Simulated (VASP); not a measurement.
## Ta: single point with PBE

The system is Ta, a slab with vacuum.

```
CELL_PARAMETERS angstrom
3.31955 0.00000 0.00000
0.00000 3.31955 0.00000
0.00000 0.00000 22.63910
ATOMIC_POSITIONS crystal
Ta 0.00000 0.00000 0.35337
Ta 0.50000 0.50000 0.42669
Ta 0.00000 0.00000 0.50000
Ta 0.50000 0.50000 0.57331
Ta 0.00000 0.00000 0.64663
```

```yaml
Program: VASP 6.6.1
Task: single point
Functional: PBE
Potentials_or_basis: VASP PAW PBE potentials, release 64 (Ta_pv)
Cutoff: 520 eV
k_mesh: 12 × 12 × 1
Occupations: fermi-dirac, width 0.08 eV
Spin: no spin polarisation
Dipole_correction: yes
Further_INCAR_settings: ALGO = Normal; EDIFF = 1e-06; NBANDS = 36
```

The largest force is 1.444 eV/Å.

Forces in eV/Å, atoms in the order of the input:
```
Ta   0.000  0.000  1.444
Ta   0.000  0.000 -1.413
Ta   0.000  0.000  0.000
Ta   0.000  0.000  1.413
Ta   0.000  0.000 -1.444
```

Levels at points of the mesh, in eV from the Fermi level:
```tsv
k point	band 24	band 25	band 26	band 27	band 28	band 29	band 30	band 31	band 32	band 33
(0.00, 0.00, 0.00)	-0.18	-0.02	0.47	0.47	0.49	0.49	0.75	0.78	1.14	1.14
(0.50, 0.00, 0.00)	-0.97	-0.61	-0.44	-0.32	-0.17	0.44	0.59	1.01	1.53	1.85
(0.50, 0.50, 0.00)	-1.58	-1.23	-1.23	-0.03	-0.03	1.94	1.94	2.32	2.32	2.33
```

Run time: 5 min on 1 thread of Intel(R) Xeon(R) Platinum 8488C (Sapphire Rapids), on a shared host, peak memory 0.44 GiB.

Caveat: spin-orbit coupling is left out, which moves the levels of the heavy elements.
